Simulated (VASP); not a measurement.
# Mg33O32 (a cell with a defect) in VASP: single point with PBEsol

Aim: the single point of Mg33O32 (a cell with a defect) with PBEsol.

Program: VASP 6.6.1. These are calculated values, not measurements. Logs are shortened: lines on timing, memory, paths and dates and some standing lists are left out, and cuts for length are marked.

## 1. The cell of the first run

The cell holds a defect, 65 atoms: a = 8.429 Å, b = 8.429 Å, c = 8.429 Å, α = 90.00°, β = 90.00°, γ = 90.00°.

## 2. Single point, PBEsol

INCAR reads:

```
PREC = Accurate ; ENCUT = 520
EDIFF = 1E-6 ; ISMEAR = -1
SIGMA = 0.05 ; LREAL = Auto
LASPH = T ; NELM = 60
ALGO = Normal ; ISIF = 2
LWAVE = F ; LCHARG = F
GGA = PS ; NBANDS = 167
NELECT = 256.0 ; KPAR = 2
NCORE = 2
```

KPOINTS reads:

```
Automatic mesh
0
Gamma
  2 2 2
  0.5 0.5 0.5
```

POSCAR reads:

```
Mg33O32
1.0
    8.4288080000      0.0000000000      0.0000000000
    0.0000000000      8.4288080000      0.0000000000
    0.0000000000      0.0000000000      8.4288080000
O Mg
32 33
Direct
    0.2507260000      0.0002570000      0.0005560000
    0.2485440000      0.9942310000      0.5012060000
    0.2485370000      0.5009100000      0.9945230000
    0.2487550000      0.5007610000      0.5010510000
    0.7496620000      0.9998240000      0.0001210000
    0.7492380000      0.0002820000      0.4991040000
    0.7492380000      0.4987960000      0.0005670000
    0.7553060000      0.5009580000      0.5012750000
    0.0007090000      0.2502660000      0.0005500000
    0.9947060000      0.2480790000      0.5012120000
    0.0002760000      0.7492060000      0.0001250000
    0.0007240000      0.7487910000      0.4991030000
    0.5013640000      0.2480810000      0.9945380000
    0.5011580000      0.2483300000      0.5010370000
    0.4992590000      0.7487880000      0.0005680000
    0.5014300000      0.7548360000      0.5012750000
    0.0007110000      0.0002540000      0.2505670000
    0.0002750000      0.9998160000      0.7495170000
    0.9946690000      0.5009100000      0.2483780000
    0.0007260000      0.4987990000      0.7490890000
    0.5013620000      0.9942250000      0.2483890000
    0.4992530000      0.0002780000      0.7490820000
    0.5012340000      0.5007640000      0.2486200000
    0.5014240000      0.5009620000      0.7551460000
    0.2487970000      0.2483520000      0.2486530000
    0.2485780000      0.2481170000      0.7550590000
    0.2485700000      0.7547710000      0.2484110000
    0.2507430000      0.7487980000      0.7490990000
    0.7552210000      0.2481080000      0.2484280000
    0.7492490000      0.2502850000      0.7490850000
    0.7492510000      0.7488030000      0.2505910000
    0.7496680000      0.7492140000      0.7495130000
    0.9997130000      0.9992620000      0.9995600000
    0.9943190000      0.9938600000      0.5003610000
    0.9942950000      0.5000520000      0.9941450000
    0.9983640000      0.5004480000      0.5007500000
    0.5005150000      0.9938500000      0.9941540000
    0.5008970000      0.9979000000      0.5007530000
    0.5009050000      0.5004510000      0.9982100000
    0.5306890000      0.5302060000      0.5305310000
    0.2490390000      0.2485810000      0.9981630000
    0.2194530000      0.2189630000      0.5302580000
    0.2494340000      0.7551720000      0.9941680000
    0.2490570000      0.7511660000      0.5007620000
    0.7556200000      0.2489750000      0.9941870000
    0.7516300000      0.2485980000      0.5007480000
    0.7502320000      0.7497730000      0.9996020000
    0.7556970000      0.7552480000      0.5003810000
    0.2490380000      0.9978620000      0.2488790000
    0.2494310000      0.9938910000      0.7554600000
    0.2193720000      0.5299980000      0.2192290000
    0.2490570000      0.5004520000      0.7514600000
    0.7556200000      0.9938800000      0.2492760000
    0.7502270000      0.9992990000      0.7500770000
    0.7516080000      0.5004580000      0.2489090000
    0.7556970000      0.5000810000      0.7555370000
    0.9983270000      0.2485870000      0.2488850000
    0.9943390000      0.2489720000      0.7554540000
    0.9943290000      0.7551680000      0.2492780000
    0.9997540000      0.7497780000      0.7500770000
    0.5304300000      0.2189440000      0.2192720000
    0.5009150000      0.2486080000      0.7514730000
    0.5009100000      0.7511550000      0.2489100000
    0.5005370000      0.7552380000      0.7555360000
    0.3750860000      0.3747000000      0.3749150000
```

Potentials or basis: VASP PAW PBE potentials, release 64 (O, Mg).

The run is started by

```console
cat potpaw_PBE.64/O/POTCAR potpaw_PBE.64/Mg/POTCAR > POTCAR
mpirun -np 4 vasp_std > vasp.out
```

OUTCAR:

```text
PREC = Accurate
   ENCUT = 520
   EDIFF = 1E-6
   ISMEAR = -1
   LREAL = Auto
   LASPH = T
   NELM = 60
   ISIF = 2
   GGA = PS
   NELECT = 256.0

 ion  position               nearest neighbor table
   1  0.251  0.000  0.001-  43 2.07  50 2.07  49 2.09  41 2.09  37 2.11  33 2.12
   2  0.249  0.994  0.501-  42 1.93  44 2.05  49 2.13  38 2.13  34 2.14  50 2.14
   3  0.249  0.501  0.995-  51 1.93  52 2.05  41 2.13  39 2.13  35 2.14  43 2.14
   4  0.249  0.501  0.501-  65 1.84  36 2.11  44 2.11  52 2.11  42 2.40  51 2.40  40 2.40
   5  0.750  1.000  0.000-  37 2.10  45 2.10  53 2.10  54 2.11  47 2.11  33 2.11
   6  0.749  0.000  0.499-  48 2.07  34 2.07  46 2.09  38 2.09  53 2.11  54 2.12
   7  0.749  0.499  0.001-  56 2.07  35 2.07  39 2.09  55 2.09  45 2.11  47 2.12
   8  0.755  0.501  0.501-  40 1.93  36 2.05  46 2.13  55 2.13  56 2.14  48 2.14
   9  0.001  0.250  0.001-  45 2.07  58 2.07  41 2.09  57 2.09  35 2.11  33 2.12
  10  0.995  0.248  0.501-  42 1.93  46 2.05  57 2.13  36 2.13  34 2.14  58 2.14
  11  0.000  0.749  0.000-  59 2.10  35 2.10  43 2.10  47 2.11  60 2.11  33 2.11
  12  0.001  0.749  0.499-  48 2.07  34 2.07  44 2.09  36 2.09  59 2.11  60 2.12
  13  0.501  0.248  0.995-  61 1.93  62 2.05  41 2.13  39 2.13  37 2.14  45 2.14
  14  0.501  0.248  0.501-  65 1.84  38 2.11  62 2.11  46 2.11  42 2.40  61 2.40  40 2.40
  15  0.499  0.749  0.001-  64 2.07  37 2.07  39 2.09  63 2.09  43 2.11  47 2.12
  16  0.501  0.755  0.501-  40 1.93  38 2.05  63 2.13  44 2.13  64 2.14  48 2.14
  17  0.001  0.000  0.251-  59 2.07  53 2.07  49 2.09  57 2.09  34 2.11  33 2.12
[... 67 lines left out ...]
  59  0.994  0.755  0.249-  31 2.07  17 2.07  11 2.10  12 2.11  27 2.14  19 2.14  51 2.70  53 2.85
                            48 2.92  34 2.92  47 2.94  33 2.94  49 2.97  55 2.97  36 3.02  44 3.02
  60  1.000  0.750  0.750-  18 2.11  11 2.11  32 2.11  12 2.12  20 2.12  28 2.12  48 2.94  56 2.94
                            43 2.94  50 2.94  35 2.94  34 2.94  44 2.97  52 2.97  36 2.97  33 2.97
  61  0.530  0.219  0.219-  21 1.93  13 1.93  29 1.93  65 2.27  25 2.40  14 2.40  23 2.40  37 2.70
                            53 2.70  45 2.70  49 3.03  41 3.03  38 3.03  39 3.03  46 3.03  55 3.03
  62  0.501  0.249  0.751-  13 2.05  22 2.09  30 2.09  14 2.11  26 2.13  24 2.13  45 2.97  37 2.97
                            41 2.97  39 2.97  54 2.97  38 2.99  46 2.99  52 3.00  50 3.02  56 3.02
  63  0.501  0.751  0.249-  21 2.05  31 2.09  15 2.09  23 2.11  27 2.13  16 2.13  53 2.97  37 2.97
                            49 2.97  38 2.97  47 2.97  55 2.99  39 2.99  44 3.00  43 3.02  48 3.02
  64  0.501  0.755  0.756-  15 2.07  22 2.07  32 2.10  28 2.11  16 2.14  24 2.14  40 2.69  37 2.84
                            43 2.92  50 2.92  54 2.94  47 2.94  38 2.97  39 2.97  44 3.02  52 3.02
  65  0.375  0.375  0.375-  23 1.84   4 1.84  14 1.84  25 1.84  51 2.27  42 2.27  40 2.27  61 2.27
                            63 3.51  44 3.51  55 3.51  52 3.51  46 3.51  62 3.51  39 3.51  36 3.51

  LATTYP: Found a simple cubic cell.
 ALAT       =     8.4288080000

  Lattice vectors:

 A1 = (   8.4288080000,   0.0000000000,   0.0000000000)
 A2 = (   0.0000000000,   8.4288080000,   0.0000000000)
 A3 = (   0.0000000000,   0.0000000000,   8.4288080000)

Analysis of symmetry for initial positions (statically):
=====================================================================
 Subroutine PRICEL returns:
 Original cell was already a primitive cell.

 Routine SETGRP: Setting up the symmetry group for a
 simple cubic supercell.

 Subroutine GETGRP returns: Found  1 space group operations
 (whereof  1 operations were pure point group operations)
 out of a pool of 48 trial point group operations.

The static configuration has the point symmetry C_1 .

Analysis of symmetry for dynamics (positions and initial velocities):
=====================================================================
 Subroutine PRICEL returns:
 Original cell was already a primitive cell.

 Routine SETGRP: Setting up the symmetry group for a
 simple cubic supercell.

 Subroutine GETGRP returns: Found  1 space group operations
 (whereof  1 operations were pure point group operations)
 out of a pool of 48 trial point group operations.

The dynamic configuration has the point symmetry C_1 .

 Subroutine INISYM returns: Found  1 space group operations
 (whereof  1 operations are pure point group operations),
 and found     1 'primitive' translations

----------------------------------------------------------------------------------------

[... 168 lines left out ...]
 Subroutine IBZKPT returns following result:
 ===========================================

 Found      4 irreducible k-points:

 Following reciprocal coordinates:
            Coordinates               Weight
  0.250000  0.250000  0.250000      2.000000
 -0.250000  0.250000  0.250000      2.000000
 -0.250000 -0.250000  0.250000      2.000000
  0.250000 -0.250000  0.250000      2.000000
   k-points           NKPTS =      4   k-points in BZ     NKDIM =      4   number of bands    NBANDS=    167
   number of dos      NEDOS =    301   number of ions     NIONS =     65
   total plane-waves  NPLWV = 262144
   dimension x,y,z NGX =    64 NGY =   64 NGZ =   64
   dimension x,y,z NGXF=   128 NGYF=  128 NGZF=  128
   ions per type =              32  33
   NGX,Y,Z   is equivalent  to a cutoff of  12.62, 12.62, 12.62 a.u.
   NGXF,Y,Z  is equivalent  to a cutoff of  25.25, 25.25, 25.25 a.u.
 SYSTEM =  unknown system
   PREC   = accura    normal or accurate (medium, high low for compatibility)
   ISTART =      0    job   : 0-new  1-cont  2-samecut
   ICHARG =      2    charge: 1-file 2-atom 10-const
   ISPIN  =      1    spin polarized calculation?
   LNONCOLLINEAR =      F non collinear calculations
   LSORBIT =      F    spin-orbit coupling
   LASPH  =      T    aspherical Exc in radial PAW
   ENCUT  =  520.0 eV  38.22 Ry    6.18 a.u.  15.67 15.67 15.67*2*pi/ulx,y,z
   NELM   =     60;   NELMIN=  2; NELMDL= -5     # of ELM steps
   EDIFF  = 0.1E-05   stopping-criterion for ELM
   LREAL  =      T    real-space projection
   EDIFFG = 0.1E-04   stopping-criterion for IOM
   NSW    =      0    number of steps for IOM
   IBRION =     -1    ionic relax: 0-MD 1-quasi-New 2-CG
   NFREE  =      0    steps in history (QN), initial steepest desc. (CG)
   ISIF   =      2    stress and relaxation
   ISYM   =      2    0-nonsym 1-usesym 2-fastsym
   POTIM  = 0.5000    time-step for ionic-motion
   TEBEG  =    0.0;   TEEND  =   0.0 temperature during run
   PSTRESS=    0.0 pullay stress
   NELECT =     256.0000    total number of electrons
   NUPDOWN=      -1.0000    fix difference up-down
   EMIN   =  10.00;   EMAX   =-10.00  energy-range for DOS
   EFERMI =   0.00;   METHOD = LEGACY
   ISMEAR =    -1;   SIGMA  =   0.05  broadening in eV -4-tet -1-fermi 0-gaus
   EFERMI_NEDOS =   21; number of points for ismear=-14 and -15
   IALGO  =     38    algorithm
   IMIX   =      4    mixing-type and parameters
     AMIX     =   0.40;   BMIX     =  1.00
     AMIX_MAG =   1.60;   BMIX_MAG =  1.00
  volume/ion in A,a.u.               =       9.21        62.17
  Fermi-wavevector in a.u.,A,eV,Ry     =   1.233262  2.330527 20.693577  1.520935
  Thomas-Fermi vector in A             =   2.367999
   LORBIT       =      0    0 simple, 1 ext, 2 COOP (PROOUT), +10 PAW based schemes
   GGA     = PS    functional components
   LHFCALC =     F    Hartree Fock is set to
   AEXX    =    0.0000 exact exchange contribution
   IVDW    =     0    specifies the selected vdW correction
   LEPSILON=     F    determine dielectric tensor
   LRPA    =     F    only Hartree local field effects (RPA)
 non-spin polarized calculation
  energy-cutoff  :      520.00
  volume of cell :      598.82
 maximum number of plane-waves:     16125
 NGX is ok and might be reduce to    64
   NGX = 31   NGY = 31   NGZ = 31

 number of electron     255.9999954 magnetization

 Free energy of the ion-electron system (eV)
  ---------------------------------------------------
  ext. energy  EPLUGINS =         0.00000000
  ---------------------------------------------------
  free energy    TOTEN  =      -408.12269480 eV

  energy without entropy =     -408.12269480  energy(sigma->0) =     -408.12269480

 E-fermi :   4.3843     XC(G=0): -11.3294

 val. band max:        3.0945647784   @ k =  -0.2500   0.2500   0.2500
 cond. band min:       8.4992681280   @ k =  -0.2500  -0.2500   0.2500
 fundamental gap:      5.4047033496
 Fermi energy:         4.3843099827

 k-point     1 :       0.2500    0.2500    0.2500
  band No.  band energies     occupation
      1     -14.0225      2.00000
      2     -13.6324      2.00000
      3     -13.5649      2.00000
      4     -13.5647      2.00000
      5     -13.2998      2.00000
      6     -13.2490      2.00000
[... 561 lines left out ...]
    139      11.4644      0.00000
    140      11.5996      0.00000
 [bands above 140 left out]

------------------------ aborting loop because EDIFF is reached ----------------------------------------

  FORCE on cell =-STRESS in cart. coord.  units (eV):
  Direction    XX          YY          ZZ          XY          YZ          ZX
  --------------------------------------------------------------------------------------
  -------------------------------------------------------------------------------------
  Total        4.5247827      4.5175657      4.5247372     -0.0124610     -0.0148829     -0.0056982
  in kB       12.1062553     12.0869458     12.1061335     -0.0333400     -0.0398198     -0.0152458
  external PRESSURE =      12.0997782 kB  Pullay stress =       0.0000000 kB

 VOLUME and BASIS-vectors are now :
 -----------------------------------------------------------------------------
  energy-cutoff  :      520.00
  volume of cell :      598.82
      direct lattice vectors                 reciprocal lattice vectors
     8.428808000  0.000000000  0.000000000     0.118640738  0.000000000  0.000000000
     0.000000000  8.428808000  0.000000000     0.000000000  0.118640738  0.000000000
     0.000000000  0.000000000  8.428808000     0.000000000  0.000000000  0.118640738

 POSITION                                       TOTAL-FORCE (eV/Angst)
 -----------------------------------------------------------------------------------
      2.11332      0.00217      0.00469         0.003595      0.007773      0.007810
      2.09493      8.38018      4.22457         0.009269     -0.007306     -0.005098
      2.09487      4.22207      8.38264         0.009132     -0.005418     -0.006283
      2.09671      4.22082      4.22326        -0.029770      0.028360      0.028537
      6.31876      8.42732      0.00102         0.000666      0.001977      0.001141
      6.31518      0.00238      4.20685        -0.008258      0.007984     -0.006629
[... 57 lines left out ...]
      4.21893      6.36576      6.36827        -0.000830     -0.002125     -0.002031
      3.16153      3.15827      3.16009        -0.008246     -0.010510     -0.008086
 -----------------------------------------------------------------------------------
    total drift:                                0.013650     -0.013873     -0.008636

  FREE ENERGIE OF THE ION-ELECTRON SYSTEM (eV)
  ---------------------------------------------------
  free  energy   TOTEN  =      -408.1226947977 eV

  energy  without entropy=     -408.1226947976  energy(sigma->0) =     -408.12269480
```

It took 7 min on 4 MPI ranks of Oxide Virtual Turin-like, shared host; peak memory 0.42 GiB.

Results:

| Quantity | Value |
| --- | --- |
| Free energy | -408.1227 eV |
| Largest force | 0.050 eV/Å |

Forces in eV/Å, atoms in the order of the input:
```
O    0.004  0.008  0.008
O    0.009 -0.007 -0.005
O    0.009 -0.005 -0.006
O   -0.030  0.028  0.029
O    0.001  0.002  0.001
O   -0.008  0.008 -0.007
O   -0.007 -0.006  0.009
O    0.010 -0.007 -0.008
O    0.011  0.001  0.009
O   -0.007  0.008 -0.005
O    0.003 -0.006  0.003
O    0.008 -0.009 -0.006
O   -0.005  0.009 -0.006
O    0.029 -0.029  0.027
O   -0.004 -0.009  0.009
O   -0.008  0.010 -0.007
O    0.010  0.008  0.001
O    0.004  0.001 -0.004
O   -0.007 -0.006  0.009
O    0.008 -0.006 -0.009
O   -0.006 -0.007  0.009
O   -0.006  0.008 -0.009
O    0.028  0.028 -0.031
O   -0.009 -0.007  0.011
O   -0.017 -0.014 -0.017
O    0.005  0.005  0.006
O    0.005  0.004  0.004
O    0.002 -0.009 -0.009
O    0.004  0.006  0.005
O   -0.008  0.002 -0.008
O   -0.007 -0.009  0.002
O   -0.002 -0.005 -0.002
Mg   0.001  0.001  0.001
Mg   0.001  0.002  0.001
Mg   0.001  0.001  0.001
Mg  -0.015  0.003  0.003
Mg   0.001  0.002  0.001
Mg   0.002 -0.013  0.002
Mg   0.002  0.003 -0.014
Mg   0.018  0.019  0.019
Mg  -0.001 -0.001 -0.013
Mg  -0.024 -0.022  0.028
Mg   0.000  0.000  0.000
Mg  -0.002  0.013  0.002
Mg  -0.001  0.000 -0.001
Mg   0.011 -0.001  0.002
Mg  -0.001  0.000  0.000
Mg  -0.003 -0.003  0.000
Mg  -0.001 -0.012 -0.001
Mg   0.000  0.001  0.000
Mg  -0.023  0.029 -0.022
Mg  -0.002  0.002  0.013
Mg   0.000  0.001  0.001
Mg   0.000 -0.001 -0.001
Mg   0.013  0.002 -0.001
Mg  -0.003  0.000 -0.002
Mg  -0.014 -0.001 -0.001
Mg   0.001  0.000  0.000
Mg   0.000  0.001  0.000
Mg  -0.001  0.000  0.000
Mg   0.026 -0.021 -0.022
Mg   0.001 -0.001  0.012
Mg   0.002  0.014 -0.002
Mg  -0.001 -0.002 -0.002
Mg  -0.008 -0.011 -0.008
```

Caveat: the cell carries a net charge on a neutralising background, which shifts energy and pressure; the cell is charged against a uniform background, so pressure and absolute levels hang on convention; the PAW data sets were made with another functional, which shifts forces and pressure a little.
